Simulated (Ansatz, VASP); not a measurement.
**One calculation of Lu, two programs**

Contents of INCAR:

```
PREC = Accurate
ENCUT = 520
EDIFF = 1E-6
ISMEAR = -1
SIGMA = 0.1
LREAL = F
LASPH = T
NELM = 60
ALGO = Normal
ISIF = 2
LWAVE = F
LCHARG = F
GGA = PE
NBANDS = 44
```

File KPOINTS:

```
regular mesh
0
Gamma
  8 8 10
```

Contents of POSCAR:

```
Lu
1.0
    5.3614583621      0.0000000000      0.0000000000
   -2.6807291810      4.6431591429      0.0000000000
    0.0000000000      0.0000000000      3.3643794607
Lu
3
Direct
    1.0000000000      1.0000000000      0.0000000000
    0.3333333333      0.6666666667      0.5000000000
    0.6666666667      0.3333333333      0.5000000000
```

Input for Ansatz:

```yaml
crystal:
  lattice:
    - [5.3614583621, 0.0, 0.0]
    - [-2.680729181, 4.6431591429, 0.0]
    - [0.0, 0.0, 3.3643794607]
  atoms:
    - { symbol: Lu, position: [1.0, 1.0, 0.0] }
    - { symbol: Lu, position: [0.3333333333, 0.6666666667, 0.5] }
    - { symbol: Lu, position: [0.6666666667, 0.3333333333, 0.5] }
hamiltonian:
  xc: pbe
  pseudopotentials:
    kind: paw
    azcp:
      Lu: "pseudopotentials/Lu.paw.azcp"
basis:
  ecutwfc: 420
  fft_grid_basis: typed
kpoints:
  mp_grid: { grid: [8, 8, 10], shift: [0, 0, 0] }
magnetization:
  spin_polarized: false
scf:
  occupations: { method: fermi_dirac, width: 0.1 }
  lower_state_search: "off"
output:
  stress: true
```

Alike in both runs: task single point; functional PBE; k mesh 8 × 8 × 10; occupations fermi-dirac, width 0.1 eV; no spin polarisation.

|  | VASP | Ansatz |
| --- | --- | --- |
| version | VASP 6.6.1 | Ansatz 0.2.0 |
| potentials or method | VASP PAW PBE potentials, release 64 (Lu), cutoff 520 eV | plane waves (420 eV) with PAW, scalar-relativistic |
| valence electrons in the cell | 75 | 75 |

|  | VASP | Ansatz | Ansatz less VASP |
| --- | --- | --- | --- |
| pressure (GPa) | 2.1 | 1.9 | -0.21 |
| traceless stress, the component that is largest in VASP (GPa) | -0.06 | -0.02 | +0.040 |

With one functional, cell and mesh, what is left measures potentials, basis and numerics.

Neither program's run includes spin-orbit coupling.
